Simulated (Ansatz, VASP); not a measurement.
Two plane-wave programs on ScGa3P2

Contents of INCAR:

```
SYSTEM = ScGa3P2
ALGO     = Fast           ! electronic algorithm
EDIFF    = 1E-7           ! SCF threshold, eV
ENCUT    = 520            ! plane-wave cutoff, eV
GGA      = PE             ! functional
ISIF     = 2              ! what is computed and relaxed
ISMEAR   = 0              ! smearing method
LASPH    = .True.         ! aspherical terms in the spheres
LCHARG   = .True.         ! write CHGCAR
LELF     = .True.         ! ELF
LREAL    = .False.        ! projectors in reciprocal space
LVHAR    = .True.       
LWAVE    = .False.        ! write WAVECAR
NBANDS   = 39             ! bands
NELM     = 60             ! most SCF steps
PREC     = Accurate       ! precision mode
SIGMA    = 0.1            ! smearing width, eV
```

The input KPOINTS:

```
k-points
0
Gamma
  3 3 6
  0 0 0
```

File POSCAR:

```
ScGa3P2
1.0
    6.0152657800      0.0000000000      0.0000000000
   -3.0076328900      5.2093729700      0.0000000000
    0.0000000000      0.0000000000      3.4815933000
Sc Ga P
1 3 2
Direct
    0.0000000000      0.0000000000      0.0000000000
    0.5000000000      0.0000000000      0.5000000000
    0.0000000000      0.5000000000      0.5000000000
    0.5000000000      0.5000000000      0.5000000000
    0.6666666700      0.3333333300      0.0000000000
    0.3333333300      0.6666666700      0.0000000000
```

Input for Ansatz:

```yaml
crystal:
  lattice:
    - [6.01526578, 0.0, 0.0]
    - [-3.00763289, 5.20937297, 0.0]
    - [0.0, 0.0, 3.4815933]
  atoms:
    - { symbol: Sc, position: [0.0, 0.0, 0.0] }
    - { symbol: Ga, position: [0.5, 0.0, 0.5] }
    - { symbol: Ga, position: [0.0, 0.5, 0.5] }
    - { symbol: Ga, position: [0.5, 0.5, 0.5] }
    - { symbol: P, position: [0.66666667, 0.33333333, 0.0] }
    - { symbol: P, position: [0.33333333, 0.66666667, 0.0] }
basis:
  ecutwfc: 420
kpoints:
  mp_grid: { grid: [3, 3, 6] }
hamiltonian:
  xc: pbe
scf:
  occupations: { method: gaussian, width: 0.1 }
  lower_state_search: "off"
output:
  forces: true
  stress: true
  eigenvalues: true
```

Change from the starting cell: species swapped into the NdB2Rh3 type (P6/mmm, No. 191).

Alike in both runs: task single point; functional PBE; k mesh 3 × 3 × 6; occupations gaussian, width 0.1 eV; no spin polarisation.

```csv
,VASP,Ansatz
version,VASP 6.6.1,Ansatz 0.2.0
potentials or method,"VASP PAW PBE potentials, release 64 (Sc_sv, Ga_d, P), cutoff 520 eV","scalar-relativistic, plane waves, PAW"
valence electrons in the cell,60,60
```

|  | VASP | Ansatz | Ansatz less VASP |
| --- | --- | --- | --- |
| gap on the k mesh at the Fermi level (eV) | none | none | - |
| pressure (GPa) | 5.9 | 5.8 | -0.07 |
| traceless stress, the component that is largest in VASP (GPa) | 4.69 | 4.66 | -0.024 |

A gap of «none» marks a metal or a gap that the smearing closes.

The k mesh is coarse, so the values compare programs but aren't converged.
